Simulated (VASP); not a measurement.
Crystal: SiO2.

```
Si O
1.0
     4.95700    0.00000    0.00000
     0.00000    4.95700    0.00000
     0.00000    0.00000    6.89030
Si O
4 8
Direct
  0.30470 0.30470 0.00000
  0.19530 0.80470 0.25000
  0.69530 0.69530 0.50000
  0.80470 0.19530 0.75000
  0.23810 0.11090 0.18260
  0.38910 0.73810 0.43260
  0.76190 0.88910 0.68260
  0.61090 0.26190 0.93260
  0.73810 0.38910 0.56740
  0.88910 0.76190 0.31740
  0.26190 0.61090 0.06740
  0.11090 0.23810 0.81740
```

```yaml
Program: VASP 6.6.1
Task: relaxation of the atoms
Functional: PBE
Potentials_or_basis: VASP PAW PBE potentials, release 64 (Si, O)
Cutoff: 520 eV
k_mesh: 4 × 4 × 3
Occupations: fermi-dirac, width 0.02 eV
Spin: no spin polarisation
```

At the start: pressure 6.2 GPa; volume 14.11 Å³/atom.

Problem. Where does the relaxation end?

Solution. Over 10 steps the energy falls by 7.0 meV/atom; space group P4_12_12 (No. 92, to 0.1 Å) before and after.

The path:
```
step  energy change (eV)  largest force (eV/Å)  pressure (GPa)
   1              0.0000                0.4994            6.17
   2              0.0451                1.2414            4.97
   3             -0.0246                0.3611            5.62
   4             -0.0611                0.1632            3.96
   5             -0.0705                0.1501            2.57
   6             -0.0767                0.0962            2.29
   7             -0.0838                0.0571            1.61
   8             -0.0840                0.0552            1.50
   9             -0.0794                0.2482            1.44
  10             -0.0842                0.0158            1.49
```

Final structure:
```
Si O
1.0
     4.95700    0.00000    0.00000
     0.00000    4.95700    0.00000
     0.00000    0.00000    6.89030
Si O
4 8
Cartesian
  1.5242 1.5242 0.0000
  0.9543 4.0027 1.7226
  3.4328 3.4328 3.4451
  4.0027 0.9543 5.1677
  1.1716 0.5965 1.2884
  1.8820 3.6501 3.0109
  3.7854 4.3605 4.7335
  3.0750 1.3069 6.4561
  3.6501 1.8820 3.8794
  4.3605 3.7854 2.1568
  1.3069 3.0750 0.4342
  0.5965 1.1716 5.6019
```
